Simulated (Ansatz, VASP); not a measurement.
**Two plane-wave programs on CdS**

The input INCAR:

```
PREC = Accurate ; ENCUT = 500
EDIFF = 1E-6 ; ISMEAR = 0
SIGMA = 0.1 ; LREAL = F
LASPH = T ; NELM = 120
ALGO = Normal ; ISIF = 2
LWAVE = F ; LCHARG = F
GGA = PS ; NBANDS = 16
GGA_COMPAT = F
```

File KPOINTS:

```
Automatic mesh
0
Gamma
  6 6 6
```

The input POSCAR:

```
CdS
1.0
    0.0000000000      2.9200000000      2.9200000000
    2.9200000000      0.0000000000      2.9200000000
    2.9200000000      2.9200000000      0.0000000000
Cd S
1 1
Direct
    0.0000000000      0.0000000000      0.0000000000
    0.2500000000      0.2500000000      0.2500000000
```

Input for Ansatz:

```yaml
crystal:
  lattice:
    - [0.0, 2.92, 2.92]
    - [2.92, 0.0, 2.92]
    - [2.92, 2.92, 0.0]
  atoms:
    - { symbol: Cd, position: [0.0, 0.0, 0.0] }
    - { symbol: S, position: [0.25, 0.25, 0.25] }
basis:
  ecutwfc: 420
kpoints:
  mp_grid: { grid: [6, 6, 6] }
hamiltonian:
  xc: pbesol
  pseudopotentials: { kind: paw, azcp: { folder: soft_1 } }
scf:
  occupations: { method: gaussian, width: 0.1 }
output:
  forces: true
  stress: true
  eigenvalues: true
```

Alike in both runs: task single point; functional PBEsol; k mesh 6 × 6 × 6; occupations gaussian, width 0.1 eV; no spin polarisation.

```csv
,VASP,Ansatz
version,VASP 6.6.1,Ansatz 0.2.0
potentials or method,"VASP PAW PBE potentials, release 64 (Cd, S), cutoff 500 eV","scalar-relativistic, plane waves, PAW"
valence electrons in the cell,18,26
```

|  | VASP | Ansatz | Ansatz less VASP |
| --- | --- | --- | --- |
| gap on the k mesh at the Fermi level (eV) | 1.00 | 0.99 | -0.006 |
| least direct gap on the mesh (eV) | 1.00 | 0.99 | -0.006 |
| pressure (GPa) | -0.1 | -0.5 | -0.36 |

VASP's potentials were made for PBE, not for PBEsol, and Ansatz warns of the same on its side. VASP's potentials hold 18 valence electrons a cell and Ansatz's 26, so a difference there can come from the potentials and not from the codes.
